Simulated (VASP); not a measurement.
Sc, 1 atom in the cell. It takes space group I4/mmm (No. 139, tetragonal). Conventional cell: a = 3.163 Å, b = 3.163 Å, c = 4.405 Å, α = 90.00°, β = 90.00°, γ = 90.00°. Sc (site symmetry 4/mmm) has 12 Sc at 3.14 to 3.16 Å within 4.1 Å.  This cell differs from its parent crystal: strain -0.015 along x and y, -0.030 along z.

| Quantity | Value |
| --- | --- |
| Program | VASP 6.6.1 |
| Task | single point |
| Functional | PBEsol |
| Potentials or basis | VASP PAW PBE potentials, release 64 (Sc_sv) |
| Cutoff | 520 eV |
| k mesh | 18 × 18 × 18 |
| Occupations | gaussian, width 0.15 eV |
| Spin | no spin polarisation |
| Dipole correction | no |
| Further INCAR settings | ALGO = Fast; EDIFF = 1e-07; NBANDS = 12 |

Potentials or basis: VASP PAW PBE potentials, release 64 (Sc_sv).

The run is started by

```console
$ cat potpaw_PBE.64/Sc_sv/POTCAR > POTCAR
$ mpirun -np 1 vasp_std > vasp.out
```

Hardware: 1 thread of Intel Xeon 8259CL, on a shared host.

Q: Estimate the wall time of this run.

A: Run time: 2.9 min on 1 thread of Intel Xeon 8259CL, on a shared host, peak memory 0.24 GiB. Counts: scf iterations 16, k points 480.
